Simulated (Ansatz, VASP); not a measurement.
# Two plane-wave programs on Te2Mo

File INCAR:

```
SYSTEM = Te2Mo
PREC     = Accurate       ! precision mode
ENCUT    = 520            ! plane-wave cutoff, eV
EDIFF    = 1E-6           ! SCF threshold, eV
ISMEAR   = 0              ! smearing method
SIGMA    = 0.02           ! smearing width, eV
LREAL    = .FALSE.        ! projectors in reciprocal space
LASPH    = .TRUE.         ! aspherical terms in the spheres
NELM     = 100            ! most SCF steps
ALGO     = Normal         ! electronic algorithm
ISIF     = 2              ! what is computed and relaxed
LWAVE    = .FALSE.        ! write WAVECAR
LCHARG   = .FALSE.        ! write CHGCAR
LDIPOL   = .TRUE.       
IDIPOL   = 3            
DIPOL    = 0.5 0.5 0.500
GGA      = PE             ! functional
IVDW     = 12             ! dispersion correction
NBANDS   = 20             ! bands
```

The input KPOINTS:

```
Automatic mesh
0
G
  9 9 1
  0 0 0
```

POSCAR

```
Te2Mo
1.0
    3.3170000000      0.0000000000      0.0000000000
   -1.6585000000      2.8726062644      0.0000000000
    0.0000000000      0.0000000000     33.2698832047
Te Mo
2 1
Direct
    0.3333333333      0.6666666667      0.4472796466
    0.3333333333      0.6666666667      0.5527203534
    0.6666666667      0.3333333333      0.5000000000
```

Input for Ansatz:

```yaml
crystal:
  lattice:
    - [3.317, 0.0, 0.0]
    - [-1.6585, 2.8726062644, 0.0]
    - [0.0, 0.0, 33.2698832047]
  atoms:
    - { symbol: Te, position: [0.3333333333, 0.6666666667, 0.4472796466] }
    - { symbol: Mo, position: [0.6666666667, 0.3333333333, 0.5] }
    - { symbol: Te, position: [0.3333333333, 0.6666666667, 0.5527203534] }
  periodic: [true, true, false]
basis:
  ecutwfc: 420
kpoints:
  mp_grid: { grid: [9, 9, 1] }
hamiltonian:
  xc: pbe
  pseudopotentials: { kind: paw, azcp: { folder: soft_1 } }
  dispersion: d3bj
scf:
  occupations: { method: gaussian, width: 0.02 }
output:
  forces: true
  stress: true
  eigenvalues: true
```

Alike in both runs: task single point; functional PBE; dispersion D3(BJ); k mesh 9 × 9 × 1; occupations gaussian, width 0.02 eV; no spin polarisation.

|  | VASP | Ansatz |
| --- | --- | --- |
| version | VASP 6.6.1 | Ansatz 0.2.0 |
| potentials or method | VASP PAW PBE potentials, release 64 (Te, Mo_sv), cutoff 520 eV | scalar-relativistic, plane waves, PAW |
| valence electrons in the cell | 26 | 46 |

```tsv
	VASP	Ansatz	Ansatz less VASP
gap on the k mesh at the Fermi level (eV)	1.39	1.38	-0.001
least direct gap on the mesh (eV)	1.58	1.58	+0.002
rms of the force components (eV/Å)	1.108	1.099	-0.0095
```

VASP's potentials hold 26 valence electrons a cell and Ansatz's 46, so a difference there can come from the potentials and not from the codes.

Spin-orbit coupling is off throughout.
